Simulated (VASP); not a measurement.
# NaCl (Fm-3m) in VASP: notebook

Runs on NaCl. Level: LDA. Tasks: vibrations by perturbation theory.

All numbers are computed with VASP 6.6.1; they aren't measurements. Logs are shortened: lines on timing, memory, paths and dates and some standing lists are left out, and cuts for length are marked.

## Step 1: The cell of the first run

The structure is cubic, space group Fm-3m (No. 225). Conventional cell: a = 5.464 Å, b = 5.464 Å, c = 5.464 Å, α = 90.00°, β = 90.00°, γ = 90.00°. Within 3.6 Å of Na (site symmetry m-3m) lie 6 Cl at 2.73 Å. Within 3.6 Å of Cl (site symmetry m-3m) lie 6 Na at 2.73 Å.

## Step 2: Vibrations by perturbation theory, LDA

File INCAR:

```
SYSTEM = NaCl
ALGO = Normal ; EDIFF = 1E-8
ENCUT = 520 ; GGA = CA
IBRION = 8 ; ISIF = 2
ISMEAR = 0 ; LASPH = .TRUE.
LCHARG = .FALSE. ; LEPSILON = .TRUE.
LREAL = .FALSE. ; LWAVE = .FALSE.
NBANDS = 14 ; NELM = 60
NSW = 1 ; PREC = Accurate
SIGMA = 0.01
```

File KPOINTS:

```
k-points
0
G
  8 8 8
  0 0 0
```

File POSCAR:

```
NaCl
1.0
    0.0000000000      2.7321936067      2.7321936067
    2.7321936067      0.0000000000      2.7321936067
    2.7321936067      2.7321936067      0.0000000000
Na Cl
1 1
Direct
    0.0000000000      0.0000000000      0.0000000000
    0.5000000000      0.5000000000      0.5000000000
```

Potentials or basis: VASP PAW LDA potentials, release 64 (Na_pv, Cl).

Started as:

```sh
$ cat potpaw_LDA.64/Na_pv/POTCAR potpaw_LDA.64/Cl/POTCAR > POTCAR
$ mpirun -np 1 vasp_std > vasp.out
```

OUTCAR:

```text
SYSTEM = NaCl
   EDIFF = 1E-8
   ENCUT = 520
   GGA = CA
   IBRION = 8
   ISIF = 2
   ISMEAR = 0
   LASPH = .TRUE.
   LEPSILON = .TRUE.
   LREAL = .FALSE.
   NELM = 60
   NSW = 1
   PREC = Accurate

 ion  position               nearest neighbor table
   1  0.000  0.000  0.000-
   2  0.500  0.500  0.500-

  LATTYP: Found a face centered cubic cell.
 ALAT       =     5.4643872134

  Lattice vectors:

 A1 = (   0.0000000000,   2.7321936067,   2.7321936067)
 A2 = (   2.7321936067,   0.0000000000,   2.7321936067)
 A3 = (   2.7321936067,   2.7321936067,   0.0000000000)

Analysis of symmetry for initial positions (statically):
=====================================================================
 Subroutine PRICEL returns:
 Original cell was already a primitive cell.

 Routine SETGRP: Setting up the symmetry group for a
 face centered cubic supercell.

 Subroutine GETGRP returns: Found 48 space group operations
 (whereof 48 operations were pure point group operations)
 out of a pool of 48 trial point group operations.

The static configuration has the point symmetry O_h .

Analysis of symmetry for dynamics (positions and initial velocities):
=====================================================================
 Subroutine PRICEL returns:
 Original cell was already a primitive cell.

 Routine SETGRP: Setting up the symmetry group for a
 face centered cubic supercell.

 Subroutine GETGRP returns: Found 48 space group operations
 (whereof 48 operations were pure point group operations)
 out of a pool of 48 trial point group operations.

The dynamic configuration has the point symmetry O_h .

 Subroutine INISYM returns: Found 48 space group operations
 (whereof 48 operations are pure point group operations),
[... 638 lines left out ...]

 INTERNAL STRAIN TENSOR  FOR ION    2  DIRECTION 1   (eV/Angst):
 -----------------------------------------------------------------------------
     0.00693  0.00000  0.00000
    -0.00000  0.00206  0.00000
     0.00000  0.00000  0.00206

 MACROSCOPIC STATIC DIELECTRIC TENSOR (including local field effects in DFT)
 ------------------------------------------------------
           2.666628     0.000000    -0.000000
           0.000000     2.666628     0.000000
           0.000000     0.000000     2.666628
 ------------------------------------------------------

 PIEZOELECTRIC TENSOR (including local field effects)  for field in x, y, z        (e  Angst)
          XX          YY          ZZ          XY          YZ          ZX
  --------------------------------------------------------------------------------
  x     0.00000     0.00000     0.00000     0.00000     0.00000     0.00000
  y     0.00000     0.00000     0.00000     0.00000     0.00000     0.00000
  z     0.00000     0.00000     0.00000     0.00000     0.00000     0.00000

 PIEZOELECTRIC TENSOR (including local field effects)  for field in x, y, z        (C/m^2)
          XX          YY          ZZ          XY          YZ          ZX
  --------------------------------------------------------------------------------
  x     0.00000     0.00000     0.00000     0.00000     0.00000     0.00000
  y     0.00000     0.00000     0.00000     0.00000     0.00000     0.00000
  z     0.00000     0.00000     0.00000     0.00000     0.00000     0.00000

 BORN EFFECTIVE CHARGES (including local field effects) (in |e|, cummulative output)
 ---------------------------------------------------------------------------------
 ion    1
    1     1.07056     0.00000     0.00000
    2     0.00000     1.07056     0.00000
    3     0.00000     0.00000     1.07056
 ion    2
    1    -1.07056     0.00000     0.00000
    2     0.00000    -1.07056     0.00000
    3     0.00000     0.00000    -1.07056

 INTERNAL STRAIN TENSOR FOR ION    2 for displacements in x,y,z  (eV/Angst):
          X           Y           Z          XY          YZ          ZX
  --------------------------------------------------------------------------------
  x     0.00000     0.00000     0.00000     0.00000     0.00000     0.00000
  y     0.00000     0.00000     0.00000     0.00000     0.00000     0.00000
  z     0.00000     0.00000     0.00000     0.00000     0.00000     0.00000

 SECOND DERIVATIVES (NOT SYMMETRIZED)
 ------------------------------------
               1X          1Y          1Z          2X          2Y          2Z
  1X    -1.830561    0.000000    0.000000    1.830561    0.000000    0.000000
  1Y     0.000000   -1.830561    0.000000    0.000000    1.830561    0.000000
  1Z     0.000000    0.000000   -1.830561    0.000000    0.000000    1.830561
  2X     1.829760    0.000000    0.000000   -1.829760    0.000000    0.000000
  2Y     0.000000    1.829760    0.000000    0.000000   -1.829760    0.000000
  2Z     0.000000    0.000000    1.829760    0.000000    0.000000   -1.829760

 Eigenvectors and eigenvalues of the dynamical matrix
 ----------------------------------------------------

   1 f  =    5.663380 THz    35.584064 2PiTHz  188.910014 cm-1    23.421846 meV
             X         Y         Z           dx          dy          dz
      0.000000  0.000000  0.000000     0.778929    0.000000    0.000000
      2.732194  2.732194  2.732194    -0.627113    0.000000    0.000000
[... 21 lines left out ...]
   6 f/i=    0.000605 THz     0.003804 2PiTHz    0.020196 cm-1     0.002504 meV
             X         Y         Z           dx          dy          dz
      0.000000  0.000000  0.000000    -0.507504   -0.119284   -0.348542
      2.732194  2.732194  2.732194    -0.630364   -0.148161   -0.432919

--------------------------------------------------------------------------------------------------------

 MACROSCOPIC STATIC DIELECTRIC TENSOR IONIC CONTRIBUTION
 ------------------------------------------------------
           2.778001     0.000000    -0.000000
           0.000000     2.778001    -0.000000
          -0.000000    -0.000000     2.778001
 ------------------------------------------------------

 ELASTIC MODULI CONTR FROM IONIC RELAXATION (kBar)
 Direction    XX          YY          ZZ          XY          YZ          ZX
 --------------------------------------------------------------------------------
 XX           0.0000      0.0000      0.0000      0.0000      0.0000      0.0000
 YY           0.0000      0.0000      0.0000      0.0000      0.0000      0.0000
 ZZ           0.0000      0.0000      0.0000      0.0000      0.0000      0.0000
 XY           0.0000      0.0000      0.0000      0.0000      0.0000      0.0000
 YZ           0.0000      0.0000      0.0000      0.0000      0.0000      0.0000
 ZX           0.0000      0.0000      0.0000      0.0000      0.0000      0.0000
 --------------------------------------------------------------------------------

 PIEZOELECTRIC TENSOR IONIC CONTR  for field in x, y, z        (C/m^2)
          XX          YY          ZZ          XY          YZ          ZX
  --------------------------------------------------------------------------------
  x     0.00000     0.00000     0.00000     0.00000     0.00000     0.00000
  y     0.00000     0.00000     0.00000     0.00000     0.00000     0.00000
  z     0.00000     0.00000     0.00000     0.00000     0.00000     0.00000
```

stdout:

```text
POSCAR found type information on POSCAR NaCl
 POSCAR found :  2 types and       2 ions
 scaLAPACK will be used
 LDA part: xc-table for (Slater(with rela. corr.)+CA(PZ))
 , standard interpolation
 POSCAR, INCAR and KPOINTS ok, starting setup
 FFT: planning ... GRIDC
 FFT: planning ... GRID_SOFT
 FFT: planning ... GRID
 WAVECAR not read
 entering main loop
[... 23 lines left out ...]
  Direction:   3
 dielectric tensor                  component  3 :     0.011     0.143     2.667
 Linear response DOF=           2
 Linear response progress:
 first order change of Fermi-energy  -0.17690E-03
 force on displaced ion       1 direction 1 :  -1.831   0.000   0.000
 Born effective charge ion    1 direction 1 :   1.071   0.000   0.000
 Linear response progress:
 first order change of Fermi-energy  -0.69851E-04
 force on displaced ion       2 direction 1 :  -1.830   0.000   0.000
 Born effective charge ion    2 direction 1 :  -1.070   0.000   0.000
 Born effective charges drift removed
 Linear response finished
```

Run time: 9.8 min. Hardware: 1 thread of Intel Xeon 8259CL, shared host; peak memory 0.23 GiB.

Results:

```
Electronic dielectric tensor (diagonal)                 : 2.67
Born charges (mean of the diagonal)                     : Na +1.07; Cl -1.07 e
Highest phonon frequency at Γ, LO-TO splitting left out : 189 cm⁻¹
```

Phonon frequencies in cm⁻¹ (negative: imaginary):
```csv
q point,frequencies
"(0.000, 0.000, 0.000)",0 0 0 189 189 189
```

Electronic dielectric tensor:
```
2.67 0.00 0.00
0.00 2.67 0.00
0.00 0.00 2.67
```

Born effective charge tensors (e):
atom 1, Na
```
1.07 0.00 0.00
0.00 1.07 0.00
0.00 0.00 1.07
```
atom 2, Cl
```
-1.07  0.00  0.00
 0.00 -1.07  0.00
 0.00  0.00 -1.07
```

## Step 3: Vibrations by perturbation theory, LDA

File INCAR:

```
PREC     = Accurate       # precision mode
ENCUT    = 520            # plane-wave cutoff, eV
EDIFF    = 1E-8           # SCF threshold, eV
ISMEAR   = 0              # smearing method
SIGMA    = 0.01           # smearing width, eV
LREAL    = F              # projectors in reciprocal space
LASPH    = T              # aspherical terms in the spheres
NELM     = 80             # most SCF steps
ALGO     = Normal         # electronic algorithm
ISIF     = 2              # what is computed and relaxed
LWAVE    = F              # write WAVECAR
LCHARG   = F              # write CHGCAR
GGA      = CA             # functional
IBRION   = 8              # ionic algorithm
NSW      = 1              # ionic steps
```

File KPOINTS:

```
regular mesh
0
Gamma
  8 8 8
```

POSCAR is that of step 2.

Potentials or basis: VASP PAW LDA potentials, release 64 (Na_pv, Cl).

Started as:

```sh
$ cat potpaw_LDA.64/Na_pv/POTCAR potpaw_LDA.64/Cl/POTCAR > POTCAR
$ mpirun -np 1 vasp_std > vasp.out
```

OUTCAR:

```text
PREC = Accurate
   ENCUT = 520
   EDIFF = 1E-8
   ISMEAR = 0
   LREAL = F
   LASPH = T
   NELM = 80
   ISIF = 2
   GGA = CA
   IBRION = 8
   NSW = 1

 ion  position               nearest neighbor table
   1  0.000  0.000  0.000-
   2  0.500  0.500  0.500-

  LATTYP: Found a face centered cubic cell.
 ALAT       =     5.4643872134

  Lattice vectors:

 A1 = (   0.0000000000,   2.7321936067,   2.7321936067)
 A2 = (   2.7321936067,   0.0000000000,   2.7321936067)
 A3 = (   2.7321936067,   2.7321936067,   0.0000000000)

Analysis of symmetry for initial positions (statically):
=====================================================================
 Subroutine PRICEL returns:
 Original cell was already a primitive cell.

 Routine SETGRP: Setting up the symmetry group for a
 face centered cubic supercell.

 Subroutine GETGRP returns: Found 48 space group operations
 (whereof 48 operations were pure point group operations)
[... 562 lines left out ...]

 INTERNAL STRAIN TENSOR  FOR ION    2  DIRECTION 1   (eV/Angst):
 -----------------------------------------------------------------------------
     0.00701  0.00000 -0.00000
    -0.00000  0.00208  0.00000
     0.00000  0.00000  0.00208

 INTERNAL STRAIN TENSOR FOR ION    2 for displacements in x,y,z  (eV/Angst):
          X           Y           Z          XY          YZ          ZX
  --------------------------------------------------------------------------------
  x     0.00000     0.00000     0.00000     0.00000     0.00000     0.00000
  y     0.00000     0.00000     0.00000     0.00000     0.00000     0.00000
  z     0.00000     0.00000     0.00000     0.00000     0.00000     0.00000

 SECOND DERIVATIVES (NOT SYMMETRIZED)
 ------------------------------------
               1X          1Y          1Z          2X          2Y          2Z
  1X    -1.829873    0.000000    0.000000    1.829873    0.000000    0.000000
  1Y     0.000000   -1.829873    0.000000    0.000000    1.829873    0.000000
  1Z     0.000000    0.000000   -1.829873    0.000000    0.000000    1.829873
  2X     1.830234    0.000000    0.000000   -1.830234    0.000000    0.000000
  2Y     0.000000    1.830234    0.000000    0.000000   -1.830234    0.000000
  2Z     0.000000    0.000000    1.830234    0.000000    0.000000   -1.830234

 Eigenvectors and eigenvalues of the dynamical matrix
 ----------------------------------------------------

   1 f  =    5.663023 THz    35.581823 2PiTHz  188.898114 cm-1    23.420371 meV
             X         Y         Z           dx          dy          dz
      0.000000  0.000000  0.000000     0.778831   -0.000000    0.000000
      2.732194  2.732194  2.732194    -0.627233    0.000000    0.000000
[... 21 lines left out ...]
   6 f/i=    0.000272 THz     0.001710 2PiTHz    0.009081 cm-1     0.001126 meV
             X         Y         Z           dx          dy          dz
      0.000000  0.000000  0.000000    -0.609529   -0.147973    0.000000
      2.732194  2.732194  2.732194    -0.756848   -0.183737    0.000000

--------------------------------------------------------------------------------------------------------

 ELASTIC MODULI CONTR FROM IONIC RELAXATION (kBar)
 Direction    XX          YY          ZZ          XY          YZ          ZX
 --------------------------------------------------------------------------------
 XX           0.0000      0.0000      0.0000      0.0000      0.0000      0.0000
 YY           0.0000      0.0000      0.0000      0.0000      0.0000      0.0000
 ZZ           0.0000      0.0000      0.0000      0.0000      0.0000      0.0000
 XY           0.0000      0.0000      0.0000      0.0000      0.0000      0.0000
 YZ           0.0000      0.0000      0.0000      0.0000      0.0000      0.0000
 ZX           0.0000      0.0000      0.0000      0.0000      0.0000      0.0000
 --------------------------------------------------------------------------------
```

Run time: 2.6 min. Hardware: 1 thread of Intel Xeon 8259CL, shared host; peak memory 0.2 GiB.

What came out:

```
Highest phonon frequency at Γ, LO-TO splitting left out : 189 cm⁻¹
```

Phonon frequencies in cm⁻¹ (negative: imaginary):
| q point | frequencies |
| --- | --- |
| (0.000, 0.000, 0.000) | 0 0 0 189 189 189 |

(Part 1 of 2 ends here.)
